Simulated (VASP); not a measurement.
Write the native input for VASP 6.6.1 that does the following.

| Property | Result |
| --- | --- |
| Task | single point |
| Functional | PBE |
| Potentials or basis | VASP PAW PBE potentials, release 64 (Hf_pv, C) |
| Cutoff | 520 eV |
| k mesh | 18 × 18 × 18 |
| Occupations | gaussian, width 0.15 eV |
| Spin | no spin polarisation |
| Dipole correction | no |
| Further INCAR settings | ALGO = Normal; EDIFF = 1e-06; NBANDS = 14 |

The structure of HfC lies in POSCAR:

```
HfC
1.0
    0.0000000000      2.2901250000      2.3947500000
    2.2901250000      0.0000000000      2.3947500000
    2.2901250000      2.2901250000      0.0000000000
Hf C
1 1
Direct
    0.5000000000      0.5000000000      0.5000000000
    0.0000000000      0.0000000000      0.0000000000
```

This cell differs from its parent crystal: strain -0.015 along x and y, +0.030 along z.

The input as run:

INCAR

```
PREC     = Accurate       # precision mode
ENCUT    = 520            # plane-wave cutoff, eV
EDIFF    = 1E-6           # SCF threshold, eV
ISMEAR   = 0              # smearing method
SIGMA    = 0.15           # smearing width, eV
LREAL    = False          # projectors in reciprocal space
LASPH    = True           # aspherical terms in the spheres
NELM     = 100            # most SCF steps
ALGO     = Normal         # electronic algorithm
ISIF     = 2              # what is computed and relaxed
LWAVE    = False          # write WAVECAR
LCHARG   = True           # write CHGCAR
GGA      = PE             # functional
LELF     = True           # ELF
LVHAR    = True         
NBANDS   = 14             # bands
```

KPOINTS

```
Automatic mesh
0
Gamma
  18 18 18
```

Potentials or basis: VASP PAW PBE potentials, release 64 (Hf_pv, C).

Command:

```bash
$ cat potpaw_PBE.64/Hf_pv/POTCAR potpaw_PBE.64/C/POTCAR > POTCAR
$ mpirun -np 1 vasp_std > vasp.out
```

Results of the run:

* Pressure: 0.6 GPa
* Band gap on the k mesh: zero (bands 7 and 8 overlap by 1.56 eV)

Caveat: the cell differs from its parent crystal (strain -0.015 along x and y, +0.030 along z); spin-orbit coupling is left out, which moves the levels of the heavy elements.

It took 110 s on 1 thread of AMD EPYC 7R13 Processor (Zen 3), with other jobs on the host, peak memory 0.27 GiB.
